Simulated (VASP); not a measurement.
# Co (P6_3/mmc) in VASP: notebook

Co is run at these levels: PBE; tasks: single point.

All numbers are computed with VASP 6.6.1; they aren't measurements. Logs are shortened: lines on timing, memory, paths and dates and some standing lists are left out, and cuts for length are marked.

### 1 The cell of the first run

Symmetry: P6_3/mmc, No. 194, hexagonal system. Conventional cell: a = 2.492 Å, b = 2.492 Å, c = 4.033 Å, α = 90.00°, β = 90.00°, γ = 120.00°. Co (site symmetry -6m2) has 12 Co at 2.48 to 2.49 Å within 3.3 Å.

### 2 Single point, PBE, collinear spin, ferromagnetic start

File INCAR:

```
ALGO = Fast
EDIFF = 1E-6
ENCUT = 520
GGA = PE
ISIF = 2
ISMEAR = 0
ISPIN = 2
LASPH = T
LCHARG = F
LMAXMIX = 4
LORBIT = 11
LREAL = F
LWAVE = F
MAGMOM = 1.84 1.84
NBANDS = 20
NELM = 150
PREC = Accurate
SIGMA = 0.15
```

File KPOINTS:

```
k-points
0
Gamma
  18 18 8
```

File POSCAR:

```
Co
1.0
    2.4922475268      0.0000000000      0.0000000000
   -1.2461237634      2.1583496707      0.0000000000
    0.0000000000      0.0000000000      4.0333868621
Co
2
Direct
    0.3333333333      0.6666666667      0.2500000000
    0.6666666667      0.3333333333      0.7500000000
```

Potentials or basis: VASP PAW PBE potentials, release 64 (Co).

On the command line:

```console
$ cat potpaw_PBE.64/Co/POTCAR > POTCAR
$ mpirun -np 1 vasp_std > vasp.out
```

OUTCAR:

```text
EDIFF = 1E-6
   ENCUT = 520
   GGA = PE
   ISIF = 2
   ISMEAR = 0
   ISPIN = 2
   LASPH = T
   LORBIT = 11
   LREAL = F
   NELM = 150
   PREC = Accurate

 ion  position               nearest neighbor table
   1  0.333  0.667  0.250-   2 2.48   2 2.48   2 2.48   2 2.48   2 2.48   2 2.48
   2  0.667  0.333  0.750-   1 2.48   1 2.48   1 2.48   1 2.48   1 2.48   1 2.48

  LATTYP: Found a hexagonal cell.
 ALAT       =     2.4922475268
 C/A-ratio  =     1.6183733031

  Lattice vectors:

 A1 = (   2.4922475268,   0.0000000000,   0.0000000000)
 A2 = (  -1.2461237634,   2.1583496707,   0.0000000000)
 A3 = (   0.0000000000,   0.0000000000,   4.0333868621)

Analysis of symmetry for initial positions (statically):
=====================================================================
 Subroutine PRICEL returns:
 Original cell was already a primitive cell.

 Routine SETGRP: Setting up the symmetry group for a
 hexagonal supercell.

 Subroutine GETGRP returns: Found 24 space group operations
 (whereof 12 operations were pure point group operations)
 out of a pool of 24 trial point group operations.

The static configuration has the point symmetry D_3d.
 The point group associated with its full space group is D_6h.

Analysis of symmetry for dynamics (positions and initial velocities):
=====================================================================
 Subroutine PRICEL returns:
 Original cell was already a primitive cell.

 Routine SETGRP: Setting up the symmetry group for a
 hexagonal supercell.

 Subroutine GETGRP returns: Found 24 space group operations
 (whereof 12 operations were pure point group operations)
 out of a pool of 24 trial point group operations.

The dynamic configuration has the point symmetry D_3d.
 The point group associated with its full space group is D_6h.

Analysis of structural, dynamic, and magnetic symmetry:
=====================================================================
 Subroutine PRICEL returns:
 Original cell was already a primitive cell.

 Routine SETGRP: Setting up the symmetry group for a
 hexagonal supercell.

 Subroutine GETGRP returns: Found 24 space group operations
 (whereof 12 operations were pure point group operations)
 out of a pool of 24 trial point group operations.

The overall configuration has the point symmetry D_3d.
[... 118 lines left out ...]
   IMIX   =      4    mixing-type and parameters
     AMIX     =   0.40;   BMIX     =  1.00
     AMIX_MAG =   1.60;   BMIX_MAG =  1.00
  volume/ion in A,a.u.               =      10.85        73.21
  Fermi-wavevector in a.u.,A,eV,Ry     =   1.538289  2.906945 32.195932  2.366334
  Thomas-Fermi vector in A             =   2.644679
   LORBIT       =     11    0 simple, 1 ext, 2 COOP (PROOUT), +10 PAW based schemes
   GGA     = PE    functional components
   LHFCALC =     F    Hartree Fock is set to
   AEXX    =    0.0000 exact exchange contribution
   IVDW    =     0    specifies the selected vdW correction
   LEPSILON=     F    determine dielectric tensor
   LRPA    =     F    only Hartree local field effects (RPA)
 spin polarized calculation
 RMM-DIIS sequential band-by-band and
 Gauss-broadening in eV      SIGMA  =   0.15
  energy-cutoff  :      520.00
  volume of cell :       21.70
 maximum number of plane-waves:       602
 NGX is ok and might be reduce to    20
   NGX =  9   NGY =  9   NGZ = 15

 number of electron      17.9999997 magnetization       3.1926823

 Free energy of the ion-electron system (eV)
  ---------------------------------------------------
  ext. energy  EPLUGINS =         0.00000000
  ---------------------------------------------------
  free energy    TOTEN  =       -14.08164073 eV

  energy without entropy =      -14.06282273  energy(sigma->0) =      -14.07223173

 E-fermi :  10.2587     XC(G=0): -13.4044

 val. band max:       10.2504159559   @ k =   0.2778  -0.0000   0.3750
 cond. band min:      10.2592730549   @ k =   0.1111  -0.0000   0.2500
 fundamental gap:      0.0088570989
 Fermi energy:        10.2586861400

 spin component 1

 k-point     1 :       0.0000    0.0000    0.0000
  band No.  band energies     occupation
      1       1.3521      1.00000
      2       5.1352      1.00000
      3       7.6521      1.00000
      4       7.6764      1.00000
      5       7.6764      1.00000
      6       7.9871      1.00000
[... 541 lines left out ...]
     19      32.7929      0.00000
     20      35.1479      0.00000

 [... further k-points ...]

 spin component 2

 k-point     1 :       0.0000    0.0000    0.0000
  band No.  band energies     occupation
      1       1.3415      1.00000
      2       6.0651      1.00000
      3       9.2678      1.00000
      4       9.2988      1.00000
      5       9.2988      1.00000
      6       9.6629      1.00000
[... 541 lines left out ...]
     19      33.1043      0.00000
     20      35.4916      0.00000

 [... further k-points ...]

------------------------ aborting loop because EDIFF is reached ----------------------------------------

  FORCE on cell =-STRESS in cart. coord.  units (eV):
  Direction    XX          YY          ZZ          XY          YZ          ZX
  --------------------------------------------------------------------------------------
  -------------------------------------------------------------------------------------
  Total       -0.0820719     -0.0820719     -0.0781449     -0.0000000      0.0000000      0.0000000
  in kB       -6.0606949     -6.0606949     -5.7707015     -0.0000000      0.0000000      0.0000000
  external PRESSURE =      -5.9640304 kB  Pullay stress =       0.0000000 kB

 VOLUME and BASIS-vectors are now :
 -----------------------------------------------------------------------------
  energy-cutoff  :      520.00
  volume of cell :       21.70
      direct lattice vectors                 reciprocal lattice vectors
     2.492247527  0.000000000  0.000000000     0.401244254  0.231658478  0.000000000
    -1.246123763  2.158349671  0.000000000     0.000000000  0.463316956  0.000000000
     0.000000000  0.000000000  4.033386862     0.000000000  0.000000000  0.247930594

 POSITION                                       TOTAL-FORCE (eV/Angst)
 -----------------------------------------------------------------------------------
     -0.00000      1.43890      1.00835         0.000000      0.000000      0.000000
      1.24612      0.71945      3.02504        -0.000000      0.000000      0.000000
 -----------------------------------------------------------------------------------
    total drift:                                0.000000      0.000000     -0.000000

  FREE ENERGIE OF THE ION-ELECTRON SYSTEM (eV)
  ---------------------------------------------------
  free  energy   TOTEN  =       -14.0816407311 eV

  energy  without entropy=      -14.0628227347  energy(sigma->0) =      -14.07223173

 total charge

# of ion       s       p       d       tot
------------------------------------------
    1        0.488   0.521   7.265   8.273
    2        0.488   0.521   7.265   8.273
--------------------------------------------------
tot          0.977   1.041  14.529  16.547

 magnetization (x)

# of ion       s       p       d       tot
------------------------------------------
    1       -0.015  -0.055   1.687   1.617
    2       -0.015  -0.055   1.687   1.617
--------------------------------------------------
tot         -0.030  -0.110   3.374   3.234
```

OSZICAR:

```text
N       E                     dE             d eps       ncg     rms          rms(c)
DAV:   1     0.851055927647E+02    0.85106E+02   -0.78959E+03 15536   0.119E+03
DAV:   2    -0.116436920932E+02   -0.96749E+02   -0.87063E+02 15036   0.216E+02
DAV:   3    -0.161164688434E+02   -0.44728E+01   -0.42607E+01 16792   0.560E+01
DAV:   4    -0.161840927439E+02   -0.67624E-01   -0.67570E-01 17956   0.608E+00
DAV:   5    -0.161861446959E+02   -0.20520E-02   -0.20518E-02 17024   0.103E+00    0.148E+01
RMM:   6    -0.145133026078E+02    0.16728E+01   -0.72295E+00 17625   0.287E+01    0.760E+00
RMM:   7    -0.141275416202E+02    0.38576E+00   -0.81452E-01 17456   0.102E+01    0.421E+00
RMM:   8    -0.140954930213E+02    0.32049E-01   -0.24630E-02 19824   0.102E+00    0.176E+00
RMM:   9    -0.140819869217E+02    0.13506E-01   -0.78301E-03 21131   0.481E-01    0.463E-01
RMM:  10    -0.140816097452E+02    0.37718E-03   -0.17572E-03 18826   0.381E-01    0.969E-02
RMM:  11    -0.140816390712E+02   -0.29326E-04   -0.63450E-04 23260   0.126E-01    0.567E-02
RMM:  12    -0.140816448289E+02   -0.57577E-05   -0.54026E-05 22154   0.464E-02    0.379E-02
RMM:  13    -0.140816438261E+02    0.10028E-05   -0.15056E-05 20868   0.378E-02    0.124E-02
RMM:  14    -0.140816409128E+02    0.29133E-05   -0.55255E-06 19609   0.185E-02    0.197E-03
RMM:  15    -0.140816407311E+02    0.18170E-06   -0.18084E-06 12947   0.739E-03
   1 F= -.14081641E+02 E0= -.14072232E+02  d E =-.188180E-01  mag=     3.1927
```

It took 4.3 min on 1 thread of Intel Xeon 8259CL, shared host; peak memory 0.23 GiB.

What came out:

- Free energy: -14.0816 eV
- Pressure: -0.6 GPa
- Net moment: 3.19 μB per cell
- Site moments: Co +1.62 μB
- Valence electrons inside the program's atomic spheres: Co 8.27

(Continued in part 2 of 2.)
